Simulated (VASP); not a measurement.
# SnO2 (C2/m) in VASP: notebook

SnO2 is run at these levels: PBE+D3(BJ); tasks: single point.

Program: VASP 6.6.1. These are calculated values, not measurements. Logs are shortened: lines on timing, memory, paths and dates and some standing lists are left out, and cuts for length are marked.

### 1 The cell of the first run

Symmetry: C2/m, No. 12, monoclinic system. The conventional cell has a = 5.607 Å, b = 3.237 Å, c = 12.737 Å, α = 90.00°, β = 97.59°, γ = 90.00°. Within 2.8 Å of Sn (site symmetry 2/m) lie 6 O at 2.12 Å. Sn (site symmetry m) has 6 O at 2.12 Å within 2.8 Å. Within 2.8 Å of O (site symmetry m) lie 3 Sn at 2.12 Å and 3 O at 2.72 Å. O (site symmetry m) has 1 O at 2.07 Å and 3 Sn at 2.12 Å within 2.7 Å. O (site symmetry m) has 3 Sn at 2.12 Å and 3 O at 2.72 Å within 2.8 Å.

### 2 Single point, PBE+D3(BJ)

File INCAR:

```
SYSTEM = SnO2
PREC = Accurate
ENCUT = 520
EDIFF = 1E-7
ISMEAR = 0
SIGMA = 0.05
LREAL = .FALSE.
LASPH = .TRUE.
NELM = 100
ALGO = Normal
ISIF = 2
LWAVE = .FALSE.
LCHARG = .FALSE.
GGA = PE
IVDW = 12
NBANDS = 49
```

File KPOINTS:

```
regular mesh
0
G
  9 9 2
  0 0 0
```

File POSCAR:

```
SnO2
1.0
   -3.2372529198      0.0000000000      0.0000000000
   -1.6186264599     -2.8035432670      0.0000000000
   -3.3991155658     -1.9624802870     12.6254773976
Sn O
3 6
Direct
    0.3097481333      0.3097481333      0.5098836190
    0.8810350873     -0.1189649127      0.1699498752
   -0.2615388207     -0.2615388207      0.8498173628
    0.4927820452      0.4927820452      0.2484066022
    0.3502081372     -0.6497918628      0.9282740898
   -0.0785049088     -0.0785049088      0.5883403460
    0.1267142215      0.1267142215      0.7713606359
    0.6980011755     -0.3019988245      0.4314268921
    0.2692881295      0.2692881295      0.0914931483
```

Potentials or basis: VASP PAW PBE potentials, release 64 (Sn_d, O).

The run is started by

```sh
$ cat potpaw_PBE.64/Sn_d/POTCAR potpaw_PBE.64/O/POTCAR > POTCAR
$ mpirun -np 1 vasp_std > vasp.out
```

OUTCAR:

```text
SYSTEM = SnO2
   PREC = Accurate
   ENCUT = 520
   EDIFF = 1E-7
   ISMEAR = 0
   LREAL = .FALSE.
   LASPH = .TRUE.
   NELM = 100
   ISIF = 2
   GGA = PE
   IVDW = 12
 IVDW          = 12

 ion  position               nearest neighbor table
   1  0.310  0.310  0.510-   8 2.12   8 2.12   6 2.12   8 2.12   6 2.12   6 2.12
   2  0.881  0.881  0.170-   9 2.12   9 2.12   4 2.12   9 2.12   4 2.12   4 2.12
   3  0.738  0.738  0.850-   7 2.12   7 2.12   5 2.12   7 2.12   5 2.12   5 2.12
   4  0.493  0.493  0.248-   2 2.12   2 2.12   2 2.12
   5  0.350  0.350  0.928-   3 2.12   3 2.12   3 2.12
   6  0.921  0.921  0.588-   1 2.12   1 2.12   1 2.12
   7  0.127  0.127  0.771-   3 2.12   3 2.12   3 2.12
   8  0.698  0.698  0.431-   1 2.12   1 2.12   1 2.12
   9  0.269  0.269  0.091-   2 2.12   2 2.12   2 2.12

  LATTYP: Found a base centered monoclinic cell.
 ALAT       =     5.6070865340
 B/A-ratio  =     0.5773502692
 C/A-ratio  =     2.2715971058
 COS(beta)  =    -0.1320656727

  Lattice vectors:

 A1 = (  -3.2372529198,   0.0000000000,   0.0000000000)
 A2 = (  -1.6186264599,  -2.8035432670,   0.0000000000)
 A3 = (   1.4567638139,   0.8410629800,  12.6254773976)

Analysis of symmetry for initial positions (statically):
=====================================================================
 Subroutine PRICEL returns:
 Original cell was already a primitive cell.

 Routine SETGRP: Setting up the symmetry group for a
 base centered monoclinic supercell.

 Subroutine GETGRP returns: Found  4 space group operations
 (whereof  2 operations were pure point group operations)
 out of a pool of  4 trial point group operations.

The static configuration has the point symmetry C_1h.
 The point group associated with its full space group is C_2h.

Analysis of symmetry for dynamics (positions and initial velocities):
=====================================================================
 Subroutine PRICEL returns:
 Original cell was already a primitive cell.

 Routine SETGRP: Setting up the symmetry group for a
 base centered monoclinic supercell.

 Subroutine GETGRP returns: Found  4 space group operations
 (whereof  2 operations were pure point group operations)
 out of a pool of  4 trial point group operations.

The dynamic configuration has the point symmetry C_1h.
 The point group associated with its full space group is C_2h.

 Subroutine INISYM returns: Found  4 space group operations
 (whereof  2 operations are pure point group operations),
 and found     1 'primitive' translations

----------------------------------------------------------------------------------------

                                     Primitive cell

  volume of cell :     114.5860

  direct lattice vectors                    reciprocal lattice vectors
    -3.237252920  0.000000000  0.000000000    -0.308903884  0.178345741 -0.055443448
    -1.618626460 -2.803543267  0.000000000     0.000000000 -0.356691481 -0.055443448
    -3.399115566 -1.962480287 12.625477398     0.000000000  0.000000000  0.079204926

  length of vectors
     3.237252920  3.237252920 13.221497458     0.360974776  0.360974776  0.079204926

  position of ions in fractional coordinates (direct lattice)
     0.309748133  0.309748133  0.509883619
     0.881035087  0.881035087  0.169949875
     0.738461179  0.738461179  0.849817363
     0.492782045  0.492782045  0.248406602
     0.350208137  0.350208137  0.928274090
     0.921495091  0.921495091  0.588340346
     0.126714222  0.126714222  0.771360636
     0.698001175  0.698001176  0.431426892
     0.269288129  0.269288129  0.091493148

  ion indices of the primitive-cell ions
   primitive index   ion index
                 1           1
                 2           2
                 3           3
                 4           4
                 5           5
                 6           6
                 7           7
                 8           8
                 9           9

----------------------------------------------------------------------------------------

 KPOINTS: regular mesh

Automatic generation of k-mesh.
 Grid dimensions read from file:
 generate k-points for:    9    9    2

 Generating k-lattice:

  Cartesian coordinates                     Fractional coordinates (reciprocal lattice)
    -0.034322654  0.019816193 -0.006160383     0.111111111  0.000000000  0.000000000
     0.000000000 -0.039632387 -0.006160383     0.000000000  0.111111111  0.000000000
     0.000000000  0.000000000  0.039602463     0.000000000  0.000000000  0.500000000

  Length of vectors
     0.040108308  0.040108308  0.039602463

  Shift w.r.t. Gamma in fractional coordinates (k-lattice)
     0.000000000  0.000000000  0.000000000

 Subroutine IBZKPT returns following result:
 ===========================================

 Found     50 irreducible k-points:

 Following reciprocal coordinates:
            Coordinates               Weight
  0.000000  0.000000  0.000000      1.000000
  0.111111  0.000000  0.000000      4.000000
  0.222222 -0.000000  0.000000      4.000000
  0.333333  0.000000  0.000000      4.000000
  0.444444 -0.000000  0.000000      4.000000
  0.111111  0.111111  0.000000      2.000000
[... 16 lines left out ...]
 -0.333333  0.333333 -0.000000      2.000000
  0.444444  0.444444  0.000000      2.000000
 [... further k-points ...]
   k-points           NKPTS =     50   k-points in BZ     NKDIM =     50   number of bands    NBANDS=     49
   number of dos      NEDOS =    301   number of ions     NIONS =      9
   total plane-waves  NPLWV =  56448
   dimension x,y,z NGX =    24 NGY =   24 NGZ =   98
   dimension x,y,z NGXF=    48 NGYF=   48 NGZF=  196
   ions per type =               3   6
   NGX,Y,Z   is equivalent  to a cutoff of  12.32, 12.32, 12.32 a.u.
   NGXF,Y,Z  is equivalent  to a cutoff of  24.65, 24.65, 24.64 a.u.
 SYSTEM =  SnO2
   PREC   = accura    normal or accurate (medium, high low for compatibility)
   ISTART =      0    job   : 0-new  1-cont  2-samecut
   ICHARG =      2    charge: 1-file 2-atom 10-const
   ISPIN  =      1    spin polarized calculation?
   LNONCOLLINEAR =      F non collinear calculations
   LSORBIT =      F    spin-orbit coupling
   LASPH  =      T    aspherical Exc in radial PAW
   ENCUT  =  520.0 eV  38.22 Ry    6.18 a.u.   6.02  6.02 24.58*2*pi/ulx,y,z
   NELM   =    100;   NELMIN=  2; NELMDL= -5     # of ELM steps
   EDIFF  = 0.1E-06   stopping-criterion for ELM
   LREAL  =      F    real-space projection
   EDIFFG = 0.1E-05   stopping-criterion for IOM
   NSW    =      0    number of steps for IOM
   IBRION =     -1    ionic relax: 0-MD 1-quasi-New 2-CG
   NFREE  =      0    steps in history (QN), initial steepest desc. (CG)
   ISIF   =      2    stress and relaxation
   ISYM   =      2    0-nonsym 1-usesym 2-fastsym
   POTIM  = 0.5000    time-step for ionic-motion
   TEBEG  =    0.0;   TEEND  =   0.0 temperature during run
   PSTRESS=    0.0 pullay stress
   NELECT =      78.0000    total number of electrons
   NUPDOWN=      -1.0000    fix difference up-down
   EMIN   =  10.00;   EMAX   =-10.00  energy-range for DOS
   EFERMI =   0.00;   METHOD = LEGACY
   ISMEAR =     0;   SIGMA  =   0.05  broadening in eV -4-tet -1-fermi 0-gaus
   EFERMI_NEDOS =   21; number of points for ismear=-14 and -15
   IALGO  =     38    algorithm
   IMIX   =      4    mixing-type and parameters
     AMIX     =   0.40;   BMIX     =  1.00
     AMIX_MAG =   1.60;   BMIX_MAG =  1.00
  volume/ion in A,a.u.               =      12.73        85.92
  Fermi-wavevector in a.u.,A,eV,Ry     =   1.440110  2.721414 28.217368  2.073918
  Thomas-Fermi vector in A             =   2.558891
   LORBIT       =      0    0 simple, 1 ext, 2 COOP (PROOUT), +10 PAW based schemes
   GGA     = PE    functional components
   LHFCALC =     F    Hartree Fock is set to
   AEXX    =    0.0000 exact exchange contribution
   IVDW    =    12    specifies the selected vdW correction
   LEPSILON=     F    determine dielectric tensor
   LRPA    =     F    only Hartree local field effects (RPA)
 non-spin polarized calculation
 Gauss-broadening in eV      SIGMA  =   0.05
  energy-cutoff  :      520.00
  volume of cell :      114.59
 maximum number of plane-waves:      3130
   NGX = 13   NGY = 13   NGZ = 49

 number of electron      78.0000010 magnetization

 Free energy of the ion-electron system (eV)
  ---------------------------------------------------
  ext. energy  EPLUGINS =         0.00000000
  ---------------------------------------------------
  free energy    TOTEN  =       -53.38332788 eV

  energy without entropy =      -53.38332788  energy(sigma->0) =      -53.38332788

 E-fermi :   6.4304     XC(G=0): -10.8445

 val. band max:        6.1598027725   @ k =  -0.3333   0.3333  -0.0000
 cond. band min:       6.6420078800   @ k =   0.0000   0.0000   0.0000
 fundamental gap:      0.4822051075
 Fermi energy:         6.4303599206

 k-point     1 :       0.0000    0.0000    0.0000
  band No.  band energies     occupation
      1     -15.1282      2.00000
      2     -15.1094      2.00000
      3     -15.0006      2.00000
      4     -14.8560      2.00000
      5     -14.8553      2.00000
      6     -14.8542      2.00000
[... 41 lines left out ...]
     48      15.9431      0.00000
     49      15.9736      0.00000

 k-point     2 :       0.1111    0.0000    0.0000
  band No.  band energies     occupation
      1     -15.0858      2.00000
      2     -15.0677      2.00000
      3     -14.9593      2.00000
      4     -14.9583      2.00000
      5     -14.9463      2.00000
      6     -14.8476      2.00000
[... 41 lines left out ...]
     48      15.6493      0.00000
     49      16.0967      0.00000

 k-point     3 :       0.2222   -0.0000    0.0000
  band No.  band energies     occupation
      1     -15.2668      2.00000
      2     -15.2262      2.00000
      3     -15.1343      2.00000
      4     -14.9225      2.00000
      5     -14.9153      2.00000
      6     -14.8009      2.00000
[... 41 lines left out ...]
     48      14.8561      0.00000
     49      16.8295      0.00000

 k-point     4 :       0.3333    0.0000    0.0000
  band No.  band energies     occupation
      1     -15.5274      2.00000
      2     -15.4725      2.00000
      3     -15.3862      2.00000
      4     -14.8362      2.00000
      5     -14.8311      2.00000
      6     -14.7815      2.00000
[... 977 lines left out ...]
     48      15.2507      0.00000
     49      16.0492      0.00000

 k-point    23 :      -0.3333    0.3333   -0.0000
  band No.  band energies     occupation
      1     -15.3763      2.00000
      2     -15.2842      2.00000
      3     -15.2841      2.00000
      4     -15.2778      2.00000
      5     -15.1921      2.00000
      6     -15.1921      2.00000
[... 41 lines left out ...]
     48      15.3157      0.00000
     49      15.5308      0.00000

 k-point    24 :       0.4444    0.4444    0.0000
  band No.  band energies     occupation
      1     -15.6804      2.00000
      2     -15.6180      2.00000
      3     -15.5348      2.00000
      4     -14.8300      2.00000
      5     -14.8244      2.00000
      6     -14.7835      2.00000
[... 41 lines left out ...]
     48      15.5486      0.00000
     49      16.4180      0.00000

 [... further k-points ...]

------------------------ aborting loop because EDIFF is reached ----------------------------------------

 Edisp (eV)   -1.85264

 E8    (eV) :    -0.7383

  FORCE on cell =-STRESS in cart. coord.  units (eV):
  Direction    XX          YY          ZZ          XY          YZ          ZX
  --------------------------------------------------------------------------------------
  -------------------------------------------------------------------------------------
  Total       0.39815     0.24302     9.17227     0.13435    -0.41384    -0.71679
  in kB       5.56702     3.39793   128.24947     1.87849    -5.78640   -10.02234
  external pressure =       45.74 kB  Pullay stress =        0.00 kB

 VOLUME and BASIS-vectors are now :
 -----------------------------------------------------------------------------
  energy-cutoff  :      520.00
  volume of cell :      114.59
      direct lattice vectors                 reciprocal lattice vectors
    -3.237252920  0.000000000  0.000000000    -0.308903884  0.178345741 -0.055443448
    -1.618626460 -2.803543267  0.000000000     0.000000000 -0.356691481 -0.055443448
    -3.399115566 -1.962480287 12.625477398     0.000000000  0.000000000  0.079204926

 POSITION                                       TOTAL-FORCE (eV/Angst)
 -----------------------------------------------------------------------------------
     -3.23725     -1.86903      6.43752        -0.000000      0.000000      0.000000
     -4.85588     -2.80354      2.14570         0.005828      0.003365      0.904789
     -6.47451     -3.73806     10.72935        -0.005828     -0.003365     -0.904789
     -3.23725     -1.86903      3.13625        -0.010698     -0.006176      0.034219
     -4.85588     -2.80354     11.71990         0.326399      0.188446     -2.600944
     -6.47451     -3.73806      7.42808         0.000267      0.000154      0.058577
     -3.23725     -1.86903      9.73880         0.010698      0.006176     -0.034219
     -4.85588     -2.80354      5.44697        -0.000267     -0.000154     -0.058577
     -1.61863     -0.93451      1.15514        -0.326399     -0.188446      2.600944
 -----------------------------------------------------------------------------------
    total drift:                               -0.000078     -0.000045     -0.000002

  FREE ENERGIE OF THE ION-ELECTRON SYSTEM (eV)
  ---------------------------------------------------
  free  energy   TOTEN  =       -55.2359654533 eV

  energy  without entropy=      -55.2359654533  energy(sigma->0) =      -55.23596545
```

It took 9.1 min on 1 thread of Oxide Virtual Turin-like, shared host; peak memory 0.33 GiB.

What came out:

- Free energy: -55.2360 eV
- Pressure: 4.6 GPa
- Largest force: 2.628 eV/Å
- Band gap on the k mesh: 0.48 eV, indirect (least direct gap 0.95 eV)
- Dispersion energy per atom: -0.206 eV

Forces on the atoms (eV/Å):
```
Sn   0.000  0.000  0.000
Sn   0.006  0.003  0.905
Sn  -0.006 -0.003 -0.905
O   -0.011 -0.006  0.034
O    0.326  0.188 -2.601
O    0.000  0.000  0.059
O    0.011  0.006 -0.034
O    0.000  0.000 -0.059
O   -0.326 -0.188  2.601
```

Stress tensor (GPa, compression positive):
```
 0.56  0.19 -1.00
 0.19  0.34 -0.58
-1.00 -0.58 12.82
```

Levels at points of the mesh, in eV from the valence-band top:
| k point | band 37 | band 38 | band 39 | band 40 | band 41 | band 42 |
| --- | --- | --- | --- | --- | --- | --- |
| (0.00, 0.00, 0.00) | -2.00 | -1.99 | -0.46 | 0.48 | 2.07 | 2.34 |
| (0.00, 0.00, 0.50) | -2.02 | -1.63 | -0.99 | 1.06 | 1.46 | 2.65 |

Caveat: spin-orbit coupling is left out, which moves the levels of the heavy elements; forces of over 1 eV/Å act on the atoms, so gaps and moduli don't describe the material at rest. A k mesh can miss the band edges.

### 3 Single point, PBE+D3(BJ)

This run uses another cell than the first one, of 15.81 Å³/atom, 1.242 times its volume.

File INCAR:

```
PREC = Accurate
ENCUT = 520
EDIFF = 1E-6
ISMEAR = 0
SIGMA = 0.05
LREAL = F
LASPH = T
NELM = 60
ALGO = Normal
ISIF = 2
LWAVE = F
LCHARG = F
GGA = PE
IVDW = 12
NBANDS = 49
```

File KPOINTS:

```
regular mesh
0
Gamma
  9 9 2
```

File POSCAR:

```
SnO2
1.0
   -3.2372529198      0.0000000000      0.0000000000
   -1.6186264599     -2.8035432670      0.0000000000
   -1.4567638139     -0.8410629802     15.6754773976
Sn O
3 6
Direct
    0.5434642159      0.5434642159      0.4106748359
    0.9589352543     -0.0410647457      0.1368824855
    0.1279931775      0.1279931775      0.6844671862
    0.6066445341      0.6066445341      0.2000737752
    0.7757024572     -0.2242975428      0.7476584759
    0.1911734957      0.1911734957      0.4738661255
    0.4802838977      0.4802838977      0.6212758966
    0.8957549361     -0.1042450639      0.3474835462
    0.3112259746      0.3112259746      0.0736911959
```

Potentials or basis: VASP PAW PBE potentials, release 64 (Sn_d, O).

The run is started by

```sh
$ cat potpaw_PBE.64/Sn_d/POTCAR potpaw_PBE.64/O/POTCAR > POTCAR
$ mpirun -np 1 vasp_std > vasp.out
```

Run time: 12 min. Hardware: 1 thread of Oxide Virtual Turin-like, shared host; peak memory 0.37 GiB.

Results (log left out):

- Free energy: -56.0880 eV
- Pressure: 0.4 GPa
- Largest force: 0.247 eV/Å
- Band gap on the k mesh: 1.93 eV, indirect (least direct gap 2.10 eV)
- Dispersion energy per atom: -0.175 eV

Forces on the atoms (eV/Å):
```
Sn   0.000  0.000  0.000
Sn   0.000  0.000  0.144
Sn   0.000  0.000 -0.144
O    0.000  0.000  0.068
O    0.000  0.000  0.247
O    0.000  0.000  0.055
O    0.000  0.000 -0.068
O    0.000  0.000 -0.055
O    0.000  0.000 -0.247
```

Stress tensor (GPa, compression positive):
```
0.35 0.00 0.00
0.00 0.35 0.00
0.00 0.00 0.51
```

Levels at points of the mesh, in eV from the valence-band top:
```
           k point  band 37  band 38  band 39  band 40  band 41  band 42
(0.00, 0.00, 0.00)    -0.94    -0.86    -0.17     1.93     2.64     3.30
(0.00, 0.00, 0.50)    -0.94    -0.83    -0.19     1.98     2.58     3.33
```

Caveat: spin-orbit coupling is left out, which moves the levels of the heavy elements. Expect the measured gap to be larger: semilocal functionals such as PBE lack the derivative discontinuity.
